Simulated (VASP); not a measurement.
# Ge (Fd-3m) in VASP: a series of runs, part 2 of 2

VASP 6.6.1. The steps go on from the part before.

### Step 5. Relaxation of cell and atoms, PBE

The input, INCAR:

```
SYSTEM = Ge
ALGO = Normal
EDIFF = 1E-6
EDIFFG = -0.001
ENCUT = 600
GGA = PE
IBRION = 2
ISIF = 3
ISMEAR = -1
LASPH = .True.
LCHARG = .False.
LREAL = .False.
LWAVE = .False.
NELM = 80
NSW = 80
PREC = Accurate
SIGMA = 0.15
```

The input, KPOINTS:

```
k-points
0
Gamma
  14 14 14
  0 0 0
```

The input, POSCAR:

```
Ge
1.0
    0.0000000000      2.8805347708      2.8805347708
    2.8805347708      0.0000000000      2.8805347708
    2.8805347708      2.8805347708      0.0000000000
Ge
2
Direct
    0.5000000000      0.5000000000      0.5000000000
    0.7500000000      0.7500000000      0.7500000000
```

Potentials or basis: VASP PAW PBE potentials, release 64 (Ge_d).

Command:

```sh
$ cat potpaw_PBE.64/Ge_d/POTCAR > POTCAR
$ mpirun -np 1 vasp_std > vasp.out
```

OUTCAR:

```text
SYSTEM = Ge
   EDIFF = 1E-6
   EDIFFG = -0.001
   ENCUT = 600
   GGA = PE
   IBRION = 2
   ISIF = 3
   ISMEAR = -1
   LASPH = .True.
   LREAL = .False.
   NELM = 80
   NSW = 80
   PREC = Accurate

 ion  position               nearest neighbor table
   1  0.500  0.500  0.500-   2 2.49   2 2.49   2 2.49   2 2.49
   2  0.750  0.750  0.750-   1 2.49   1 2.49   1 2.49   1 2.49

  LATTYP: Found a face centered cubic cell.
 ALAT       =     5.7610695416

  Lattice vectors:

 A1 = (   0.0000000000,   2.8805347708,   2.8805347708)
 A2 = (   2.8805347708,   0.0000000000,   2.8805347708)
 A3 = (   2.8805347708,   2.8805347708,   0.0000000000)

Analysis of symmetry for initial positions (statically):
=====================================================================
 Subroutine PRICEL returns:
 Original cell was already a primitive cell.

 Routine SETGRP: Setting up the symmetry group for a
 face centered cubic supercell.

 Subroutine GETGRP returns: Found 48 space group operations
 (whereof 24 operations were pure point group operations)
 out of a pool of 48 trial point group operations.

The static configuration has the point symmetry T_d .
 The point group associated with its full space group is O_h .

Analysis of symmetry for dynamics (positions and initial velocities):
=====================================================================
 Subroutine PRICEL returns:
 Original cell was already a primitive cell.

 Routine SETGRP: Setting up the symmetry group for a
 face centered cubic supercell.

 Subroutine GETGRP returns: Found 48 space group operations
 (whereof 24 operations were pure point group operations)
 out of a pool of 48 trial point group operations.

The dynamic configuration has the point symmetry T_d .
 The point group associated with its full space group is O_h .

 Subroutine INISYM returns: Found 48 space group operations
 (whereof 24 operations are pure point group operations),
 and found     1 'primitive' translations

[... 111 lines left out ...]
   IALGO  =     38    algorithm
   IMIX   =      4    mixing-type and parameters
     AMIX     =   0.40;   BMIX     =  1.00
     AMIX_MAG =   1.60;   BMIX_MAG =  1.00
  volume/ion in A,a.u.               =      23.90       161.29
  Fermi-wavevector in a.u.,A,eV,Ry     =   1.369760  2.588471 25.527818  1.876242
  Thomas-Fermi vector in A             =   2.495606
   LORBIT       =      0    0 simple, 1 ext, 2 COOP (PROOUT), +10 PAW based schemes
   GGA     = PE    functional components
   LHFCALC =     F    Hartree Fock is set to
   AEXX    =    0.0000 exact exchange contribution
   IVDW    =     0    specifies the selected vdW correction
   LEPSILON=     F    determine dielectric tensor
   LRPA    =     F    only Hartree local field effects (RPA)
 conjugate gradient relaxation of ions
 non-spin polarized calculation
  energy-cutoff  :      600.00
  volume of cell :       47.80
 maximum number of plane-waves:      1639
 NGX is ok and might be reduce to    36
   NGX = 17   NGY = 17   NGZ = 17

 number of electron      28.0000001 magnetization

 Free energy of the ion-electron system (eV)
  ---------------------------------------------------
  ext. energy  EPLUGINS =         0.00000000
  ---------------------------------------------------
  free energy    TOTEN  =        -9.04024266 eV

  energy without entropy =       -9.03194527  energy(sigma->0) =       -9.03609396

 E-fermi :   4.5333     XC(G=0):  -9.6717

 val. band max:        4.5009497697   @ k =   0.5000   0.0000   0.0000
 cond. band min:       4.5423782995   @ k =   0.4286   0.0000   0.0000
 fundamental gap:      0.0414285298
 Fermi energy:         4.5332827357

 k-point     1 :       0.0000    0.0000    0.0000
  band No.  band energies     occupation
      1     -20.2695      2.00000
      2     -20.2695      2.00000
      3     -20.2695      2.00000
      4     -20.2373      2.00000
      5     -20.2373      2.00000
      6     -20.0543      2.00000
[... 481 lines left out ...]
      5     -20.1927      2.00000
      6     -20.1103      2.00000
[... 10 lines left out ...]
     17       9.2314      0.00000
     18       9.3348      0.00000

 [... further k-points ...]

------------------------ aborting loop because EDIFF is reached ----------------------------------------

  FORCE on cell =-STRESS in cart. coord.  units (eV):
  Direction    XX          YY          ZZ          XY          YZ          ZX
  --------------------------------------------------------------------------------------
  -------------------------------------------------------------------------------------
  Total        0.0012608      0.0012608      0.0012608     -0.0000000      0.0000000     -0.0000000
  in kB        0.0422579      0.0422579      0.0422579     -0.0000000      0.0000000     -0.0000000
  external PRESSURE =       0.0422579 kB  Pullay stress =       0.0000000 kB

 VOLUME and BASIS-vectors are now :
 -----------------------------------------------------------------------------
  energy-cutoff  :      600.00
  volume of cell :       47.80
      direct lattice vectors                 reciprocal lattice vectors
     0.000000000  2.880534771  2.880534771    -0.173578880  0.173578880  0.173578880
     2.880534771  0.000000000  2.880534771     0.173578880 -0.173578880  0.173578880
     2.880534771  2.880534771  0.000000000     0.173578880  0.173578880 -0.173578880

 POSITION                                       TOTAL-FORCE (eV/Angst)
 -----------------------------------------------------------------------------------
      2.88053      2.88053      2.88053         0.000000     -0.000000     -0.000000
      4.32080      4.32080      4.32080        -0.000000      0.000000      0.000000
 -----------------------------------------------------------------------------------
    total drift:                                0.000000      0.000000      0.000000

  FREE ENERGIE OF THE ION-ELECTRON SYSTEM (eV)
  ---------------------------------------------------
  free  energy   TOTEN  =        -9.0402426604 eV

  energy  without entropy=       -9.0319452658  energy(sigma->0) =       -9.03609396

 reached required accuracy - stopping structural energy minimisation
```

It took 3.7 min on 1 thread of AMD EPYC 7R43 (Zen 3), shared host; peak memory 0.22 GiB.

Results:

- Free energy: -9.0402 eV
- Pressure after relaxing: 0.0 GPa
- Band gap on the k mesh: zero (filled and empty bands touch)

Final structure:
```yaml
crystal:
  lattice:
    - [0.00000, 2.88053, 2.88053]
    - [2.88053, 0.00000, 2.88053]
    - [2.88053, 2.88053, 0.00000]
  atoms:
    - { symbol: Ge, position: [0.50000, 0.50000, 0.50000] }
    - { symbol: Ge, position: [0.75000, 0.75000, 0.75000] }
```

Caveat: the relaxation stopped at its first step, so nothing moved; semilocal functionals underestimate gaps, and a narrow one can read as zero.

### Step 6. Overview

```tsv
task	cell	cutoff (eV)	smearing	gap on the mesh (eV)	pressure (GPa)
single point	a = 4.074 Å, angles 60.0°, 2 atoms	520	gaussian 0.1 eV	none	-0.1
single point	a = 4.076 Å, angles 60.0°, 2 atoms	520	fermi-dirac 0.15 eV	none	-0.1
single point	a = 4.103 Å, angles 60.0°, 2 atoms	520	fermi-dirac 0.15 eV	none	-1.2
relaxation of cell and atoms	relaxed from a = 4.074 Å, angles 60.0°, 2 atoms	600	fermi-dirac 0.15 eV	none	0.0
```

Alike in all rows: level PBE; potentials or basis VASP PAW PBE potentials, release 64 (Ge_d); no spin polarisation; k mesh 14 × 14 × 14.

Caveats: semilocal functionals underestimate gaps, and a narrow one can read as zero; the relaxation stopped at its first step, so nothing moved (at least some runs).

Total energies depend on the potentials used, so only differences within one code and one set of settings carry meaning.

### Step 7. Comparison with measurements

Step 2. A measured gap of Ge is 0.807 eV (direct; 300 K; “Electronic and optical properties of SixGe1-x-ySny alloys lattice-matched to Ge”, 2021, arxiv:2109.02782); the calculated 0.00 eV misses it by -0.81 eV. 3 values of this kind are on record (0.666 to 0.807 eV); this one was drawn at random among those near their median. Spin-orbit coupling on Ge is left out. The value is that of PBE on a finite k mesh, which can miss the band edges, without temperature or zero-point motion. Semilocal functionals fall short of measured gaps as a rule.

The gap in the log of VASP goes by the Fermi energy; the results here count the filled bands.